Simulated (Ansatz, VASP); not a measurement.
# One calculation of Cu3O2, two programs

File INCAR:

```
SYSTEM = Cu3O2
PREC = Accurate
ENCUT = 600
EDIFF = 1E-7
ISMEAR = 0
SIGMA = 0.1
LREAL = .False.
LASPH = .True.
NELM = 100
ALGO = Normal
ISIF = 3
LWAVE = .False.
LCHARG = .False.
GGA = PE
IBRION = 2
NSW = 100
EDIFFG = -0.01
```

Contents of KPOINTS:

```
Automatic mesh
0
Gamma
  12 12 6
  0 0 0
```

Contents of POSCAR:

```
Cu3O2
1.0
    2.8880854871      0.0000000000      0.0000000000
   -1.4440427436      2.5011554002      0.0000000000
    0.0000000000      0.0000000000      7.1106820985
Cu O
3 2
Direct
    0.0000000000      0.0000000000      0.0000000000
    0.3333333333      0.6666666667      0.6350840024
    0.6666666667      0.3333333333      0.3649159976
    0.3333333333      0.6666666667      0.1745107382
    0.6666666667      0.3333333333      0.8254892618
```

Input for Ansatz:

```yaml
crystal:
  lattice:
    - [2.8880854871, 0.0, 0.0]
    - [-1.4440427436, 2.5011554002, 0.0]
    - [0.0, 0.0, 7.1106820985]
  atoms:
    - { symbol: Cu, position: [0.0, 0.0, 0.0] }
    - { symbol: Cu, position: [0.3333333333, 0.6666666667, 0.6350840024] }
    - { symbol: Cu, position: [0.6666666667, 0.3333333333, 0.3649159976] }
    - { symbol: O, position: [0.3333333333, 0.6666666667, 0.1745107382] }
    - { symbol: O, position: [0.6666666667, 0.3333333333, 0.8254892618] }
basis:
  ecutwfc: 420
kpoints:
  mp_grid: { grid: [12, 12, 6] }
hamiltonian:
  xc: pbe
scf:
  occupations: { method: gaussian, width: 0.1 }
output:
  forces: true
  stress: true
  eigenvalues: true
relax:
  adjacent_minimum: "off"
  f_tol: 0.01
  max_steps: 80
  cell: { stress_tol: 0.05 }
```

Alike in both runs: task relaxation of cell and atoms; functional PBE; k mesh 12 × 12 × 6; occupations gaussian, width 0.1 eV; no spin polarisation.

|  | VASP | Ansatz |
| --- | --- | --- |
| version | VASP 6.6.1 | Ansatz 0.2.0 |
| potentials or method | VASP PAW PBE potentials, release 64 (Cu, O), cutoff 600 eV | scalar-relativistic, plane waves, PAW |
| valence electrons in the cell | 45 | 69 |

Ansatz gave:

- gap on the k mesh at the Fermi level, each at its own relaxed structure (eV): none
- relaxed volume (Å³/atom): 10.30
- relaxed length of the cell vector where the two differ most in proportion (Å): 2.899

Q: Which values does VASP return?

A: gap on the k mesh at the Fermi level, each at its own relaxed structure (eV): none; relaxed volume (Å³/atom): 10.33; relaxed length of the cell vector where the two differ most in proportion (Å): 2.904.

A gap of «none» marks a metal or a gap that the smearing closes. VASP's potentials hold 45 valence electrons a cell and Ansatz's 69, so a difference there can come from the potentials and not from the codes.
